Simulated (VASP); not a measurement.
A run of VASP 6.6.1 is set up as follows.

Contents of INCAR:

```
SYSTEM = Ta7C8
PREC = Accurate
ENCUT = 520
EDIFF = 1E-6
ISMEAR = -1
SIGMA = 0.1
LREAL = Auto
LASPH = .TRUE.
NELM = 60
ALGO = Normal
ISIF = 2
LWAVE = .FALSE.
LCHARG = .FALSE.
GGA = PE
NBANDS = 68
```

The input KPOINTS:

```
regular mesh
0
G
  3 3 3
  0 0 0
```

File POSCAR:

```
Ta7C8
1.0
    0.0000000000      4.4273600000      4.4273600000
    4.4273600000      0.0000000000      4.4273600000
    4.4273600000      4.4273600000      0.0000000000
Ta C
7 8
Direct
   -0.5008300658      0.0011119493     -0.0007507860
   -0.0008317598      0.0011070932      0.4992430026
   -0.0008254355      0.5011104812     -0.0007536094
   -0.0008262260      0.5011008818      0.4992535055
    0.4991675626      0.0011057380      0.4992488752
    0.4991749033      0.5011040439     -0.0007379115
    0.4991799854      0.5011041569      0.4992515856
    0.2491762585      0.2511042698      0.2492501175
    0.2516676981      0.2536006785      0.7467620659
    0.2516717638      0.7486069576      0.2517444933
    0.2516697309      0.7486119267      0.7467537088
    0.7466778170      0.2536024855      0.2517460744
    0.7466816568      0.2535972905      0.7467546122
    0.7466801886      0.7486113621      0.2517470908
    0.7491760327      0.7511026887      0.7492496657
```

Potentials or basis: VASP PAW PBE potentials, release 64 (Ta_pv, C).

Run with:

```sh
$ cat potpaw_PBE.64/Ta_pv/POTCAR potpaw_PBE.64/C/POTCAR > POTCAR
$ mpirun -np 1 vasp_std > vasp.out
```

(1) Estimate the largest force.

(2) Predict the pressure.

Results:

(1) 0.021 eV/Å.

(2) 4.9 GPa.

Caveat: the k points lie up to 0.41 Å⁻¹ apart.
